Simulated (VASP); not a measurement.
Runs of VASP 6.6.1 on Ti2Co. The structure is that of space group Fd-3m (No. 227), or close to it. The cells are those of the table. 

```csv
spin,fixed moment (μB),cell,k mesh,smearing,gap on the mesh (eV),pressure (GPa),moment (μB)
"collinear, ferromagnetic start",-,"a = 4.759 Å, angles 60.0°, 6 atoms",6 × 6 × 6,gaussian 0.1 eV,none,21.7,1.02
"collinear, ferromagnetic start",-,"a = 4.759 Å, angles 60.0°, 6 atoms",5 × 5 × 5,gaussian 0.1 eV,none,25.0,(c)
"collinear, zero start",0.0,"a = 4.759 Å, angles 60.0°, 6 atoms",10 × 10 × 10,gaussian 0.1 eV,-,20.5,0.00
"collinear, ferromagnetic start",-,"a = 4.759 Å, angles 60.0°, 6 atoms",5 × 5 × 5,gaussian 0.01 eV,none,25.0,(a)
"collinear, ferromagnetic start",-,"a = 4.759 Å, angles 60.0°, 6 atoms",5 × 5 × 5,gaussian 0.05 eV,none,25.3,1.34
"collinear, ferromagnetic start",-,"a = 4.759 Å, angles 60.0°, 6 atoms",4 × 4 × 4,gaussian 0.1 eV,none,20.2,(b)
"collinear, ferromagnetic start",-,"a = 4.759 Å, angles 60.0°, 6 atoms",5 × 5 × 5,gaussian 0.2 eV,none,25.0,3.42
"collinear, ferromagnetic start",-,"a = 5.041 Å, angles 60.0°, 6 atoms",10 × 10 × 10,gaussian 0.1 eV,none,0.5,4.81
```

Alike in all rows: task single point; level r2SCAN; potentials or basis VASP PAW PBE potentials, release 64 (Ti_sv, Co); cutoff (eV) 520.

Problem. Estimate the missing entries.

Solution. (a) 1.57; (b) 0.49; (c) 3.44.

Caveats: some runs use coarse meshes; the PAW data sets were made with another functional, which shifts forces and pressure a little; the cell stands under pressure (at least some runs); the total moment is fixed, so each spin has its own Fermi level (at least some runs).

A gap of «none» marks levels without a gap at the run's occupations.
